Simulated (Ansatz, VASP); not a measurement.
# AlCu in VASP and in Ansatz

```
Cu Al
1.0
     0.00000    2.52547    2.52547
     2.52547    0.00000    2.52547
     2.52547    2.52547    0.00000
Cu Al
1 1
Direct
  0.00000 0.00000 0.00000
  0.50000 0.50000 0.50000
```

Alike in both runs: functional PBE; k mesh 14 × 14 × 14; occupations fermi-dirac, width 0.05 eV; no spin polarisation.

Ansatz relaxed the structure, and its values are those at the end. VASP's run is a single point on that final structure, the one shown.

```csv
,VASP,Ansatz
version,VASP 6.6.1,Ansatz 0.2.0
potentials or method,"VASP PAW PBE potentials, release 64 (Cu, Al)","PAW with Ansatz's default frozen-core files, scalar-relativistic"
plane-wave cutoff (eV),520,420
valence electrons in the cell,14,22
```

|  | VASP | Ansatz | Ansatz less VASP |
| --- | --- | --- | --- |
| pressure (GPa) | 0.1 | 0.0 | -0.15 |

VASP's potentials hold 14 valence electrons a cell and Ansatz's 22, so a difference there can come from the potentials and not from the codes.
